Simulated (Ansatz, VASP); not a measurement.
**Ta: VASP beside Ansatz**

```
Ta
1.0
    -1.62767    1.62767    1.62767
     1.62767   -1.62767    1.62767
     1.62767    1.62767   -1.62767
Ta
1
Direct
  0.00000 0.00000 0.00000
```

Alike in both runs: task single point; functional LDA; k mesh 14 × 14 × 14; occupations gaussian, width 0.3 eV; no spin polarisation.

|  | VASP | Ansatz |
| --- | --- | --- |
| version | VASP 6.6.1 | Ansatz 0.2.0 |
| potentials or method | VASP PAW LDA potentials, release 64 (Ta_pv), cutoff 520 eV | plane waves (420 eV) with PAW, scalar-relativistic |
| valence electrons in the cell | 11 | 13 |

```csv
,VASP,Ansatz,Ansatz less VASP
pressure (GPa),0.8,-0.1,-0.90
```

Ansatz warns that its potentials were made for another functional, while VASP's fit it. LDA's correlation is that of Perdew and Zunger in VASP and of Perdew and Wang (1992) in Ansatz. VASP's potentials hold 11 valence electrons a cell and Ansatz's 13, so a difference there can come from the potentials and not from the codes.

Neither program's run includes spin-orbit coupling.
